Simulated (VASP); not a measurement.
A run of VASP 6.6.1 is set up as follows.

File INCAR:

```
SYSTEM = MnO
AGGAC = 1.0 ; AGGAX = 1.0
ALDAC = 0.0 ; ALDAX = 1.0
ALGO = Normal ; EDIFF = 1E-6
EDIFFG = -0.01 ; ENCUT = 600
GGA = B5 ; IBRION = 2
ISIF = 3 ; ISMEAR = -1
ISPIN = 2 ; IVDW = 13
LASPH = .TRUE. ; LCHARG = .FALSE.
LMAXMIX = 4 ; LORBIT = 11
LREAL = .FALSE. ; LWAVE = .FALSE.
MAGMOM = 4 0 ; NELM = 150
NSW = 60 ; PREC = Accurate
SIGMA = 0.05 ; VDW_A1 = 0.44488865
VDW_A2 = 4.0933009 ; VDW_S6 = 1.0
VDW_S8 = 2.34076671
```

KPOINTS

```
k-points
0
G
  10 10 10
  0 0 0
```

File POSCAR:

```
MnO
1.0
    0.0000000000      2.2239077028      2.2239077028
    2.2239077028      0.0000000000      2.2239077028
    2.2239077028      2.2239077028      0.0000000000
Mn O
1 1
Direct
    0.0000000000      0.0000000000      0.0000000000
    0.5000000000      0.5000000000      0.5000000000
```

Potentials or basis: VASP PAW PBE potentials, release 64 (Mn_pv, O).

The run is started by

```console
$ cat potpaw_PBE.64/Mn_pv/POTCAR potpaw_PBE.64/O/POTCAR > POTCAR
$ mpirun -np 1 vasp_std > vasp.out
```

(1) What does it give for the net moment?

(2) Predict the site moments.

Results:

(1) 4.57 μB per cell.

(2) Mn +4.17; O +0.21 μB.

Caveat: a cell with one magnetic atom can't hold antiferromagnetic order, which such compounds often take.
